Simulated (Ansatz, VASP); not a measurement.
## Ir: VASP beside Ansatz

POSCAR

```
Ir
1.0
    0.0000000000      1.9228496764      1.9228496764
    1.9228496764      0.0000000000      1.9228496764
    1.9228496764      1.9228496764      0.0000000000
Ir
1
Direct
    0.0000000000      0.0000000000      0.0000000000
```

File INCAR.step1:

```
PREC = Accurate
ENCUT = 550
ISMEAR = 0
SIGMA = 0.2
LREAL = False
LASPH = True
NELM = 120
NBANDS = 14
GGA = PE
ALGO = Normal
EDIFF = 1E-5
LWAVE = True
LCHARG = False
GGA_COMPAT = False
```

Contents of INCAR.step2:

```
PREC = Accurate
ENCUT = 550
EDIFF = 1E-6
ISMEAR = 0
SIGMA = 0.2
LREAL = False
LASPH = True
NELM = 120
ALGO = Normal
ISIF = 2
LWAVE = False
LCHARG = False
METAGGA = R2SCAN
LMIXTAU = True
NBANDS = 14
ISTART = 1
GGA_COMPAT = False
```

File KPOINTS:

```
regular mesh
0
Gamma
  14 14 14
```

Input for Ansatz:

```yaml
crystal:
  lattice:
    - [0.0, 1.9228496764, 1.9228496764]
    - [1.9228496764, 0.0, 1.9228496764]
    - [1.9228496764, 1.9228496764, 0.0]
  atoms:
    - { symbol: Ir, position: [0.0, 0.0, 0.0] }
hamiltonian:
  xc: r2scan
  pseudopotentials:
    kind: paw
    azcp:
      Ir: "pseudopotentials/Ir.paw.azcp"
basis:
  ecutwfc: 500
  fft_grid_basis: typed
kpoints:
  mp_grid: { grid: [14, 14, 14], shift: [0, 0, 0] }
magnetization:
  spin_polarized: false
scf:
  occupations: { method: gaussian, width: 0.2 }
  lower_state_search: "off"
output:
  stress: true
```

Alike in both runs: task single point; functional r2SCAN; k mesh 14 × 14 × 14; occupations gaussian, width 0.2 eV; no spin polarisation.

|  | VASP | Ansatz |
| --- | --- | --- |
| version | VASP 6.6.1 | Ansatz 0.2.0 |
| potentials or method | VASP PAW PBE potentials, release 64 (Ir_sv_GW), cutoff 550 eV | plane waves (500 eV) with PAW, scalar-relativistic |
| valence electrons in the cell | 17 | 17 |

Ansatz gave:

- pressure (GPa): -0.1

Question: What did VASP give for the same quantities?

Answer: Pressure (GPa): -2.3.

VASP's potentials were made for PBE, not for r2SCAN.

Spin-orbit coupling is off throughout.
